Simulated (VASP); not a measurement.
Input of a VASP 6.6.1 run:

Contents of INCAR:

```
PREC = Accurate
ENCUT = 520
EDIFF = 1E-7
ISMEAR = 0
SIGMA = 0.028000000000000004
LREAL = False
LASPH = True
NELM = 60
ALGO = Normal
ISIF = 2
LWAVE = False
LCHARG = False
GGA = PE
NBANDS = 17
```

Contents of KPOINTS:

```
regular mesh
0
Gamma
  8 8 8
```

Contents of POSCAR:

```
SnSe
1.0
    0.0000000000      3.0100000000      3.0100000000
    3.0100000000      0.0000000000      3.0100000000
    3.0100000000      3.0100000000      0.0000000000
Sn Se
1 1
Direct
    0.0000000000      0.0000000000      0.0000000000
    0.5000000000      0.5000000000      0.5000000000
```

Potentials or basis: VASP PAW PBE potentials, release 64 (Sn_d, Se).

Run with:

```sh
$ cat potpaw_PBE.64/Sn_d/POTCAR potpaw_PBE.64/Se/POTCAR > POTCAR
$ mpirun -np 1 vasp_std > vasp.out
```

Problem. Predict the pressure.

Solution. 0.9 GPa.

Problem. Predict the band gap on the k mesh.

Solution. 0.58 eV, direct.

Caveat: spin-orbit coupling is left out, which moves the levels of the heavy elements. A k mesh can miss the band edges.
